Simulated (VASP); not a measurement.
Wanted: the native input for a VASP 6.6.1 run.

```
Task                   : electric field gradients
Functional             : LDA
Potentials or basis    : VASP PAW LDA potentials, release 64 (Na_pv)
Cutoff                 : 520 eV
k mesh                 : 11 × 11 × 6
Occupations            : fermi-dirac, width 0.05 eV
Spin                   : no spin polarisation
Dipole correction      : no
Further INCAR settings : ALGO = Normal; EDIFF = 1e-08; NBANDS = 14
```

The structure of Na lies in POSCAR:

```
Na
1.0
    3.7670009976      0.0000000000      0.0000000000
   -1.8835004988      3.2623185600      0.0000000000
    0.0000000000      0.0000000000      6.2155400000
Na
2
Direct
    0.3333333333      0.6666666667      0.2500000000
    0.6666666667      0.3333333333      0.7500000000
```

This cell differs from its parent crystal: zz strain of +1 %.

The input as run:

INCAR

```
PREC = Accurate
ENCUT = 520
EDIFF = 1E-8
ISMEAR = -1
SIGMA = 0.05
LREAL = F
LASPH = T
NELM = 60
ALGO = Normal
ISIF = 2
LWAVE = F
LCHARG = F
GGA = CA
LEFG = T
NBANDS = 14
```

KPOINTS

```
Automatic mesh
0
Gamma
  11 11 6
```

Potentials or basis: VASP PAW LDA potentials, release 64 (Na_pv).

The run is started by

```bash
$ cat potpaw_LDA.64/Na_pv/POTCAR > POTCAR
$ mpirun -np 1 vasp_std > vasp.out
```

It gave:

* Pressure: -1.0 GPa
* Band gap on the k mesh: zero (band 7 reaches 1.86 eV, above the bottom of band 8 at -2.15 eV)

Caveat: the cell differs from its parent crystal (zz strain of +1 %); without QUAD_EFG the Cq values of the log hold for a quadrupole moment of 1 mb, not for the nuclei.

Run time: 16 s on 1 thread of Intel(R) Xeon(R) 6975P-C (Granite Rapids), on a shared host, peak memory 0.18 GiB.
